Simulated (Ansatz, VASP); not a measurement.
## Two plane-wave programs on Be

```xyz
3
Lattice="3.3723 0.0000 0.0000 -1.6861 2.9205 0.0000 0.0000 0.0000 2.0593" Properties=species:S:1:pos:R:3 pbc="T T T"
Be    1.6861    2.9205    2.0593
Be    0.0000    1.9470    1.0296
Be    1.6861    0.9735    1.0296
```

Alike in both runs: task single point; functional LDA; k mesh 12 × 12 × 16; occupations fermi-dirac, width 0.1 eV; no spin polarisation.

|  | VASP | Ansatz |
| --- | --- | --- |
| version | VASP 6.6.1 | Ansatz 0.2.0 |
| potentials or method | VASP PAW LDA potentials, release 64 (Be), cutoff 520 eV | plane waves (420 eV) with PAW, scalar-relativistic |
| valence electrons in the cell | 6 | 6 |

Ansatz gave:

| Property | Result |
| --- | --- |
| pressure (GPa) | 19.5 |
| traceless stress, the component that is largest in VASP (GPa) | -3.22 |

Problem. Estimate VASP's values.

Solution. Pressure (GPa): 20.1; traceless stress, the component that is largest in VASP (GPa): -3.23.

Ansatz warns that its potentials were made for another functional, while VASP's fit it. LDA's correlation is that of Perdew and Zunger in VASP and of Perdew and Wang (1992) in Ansatz.
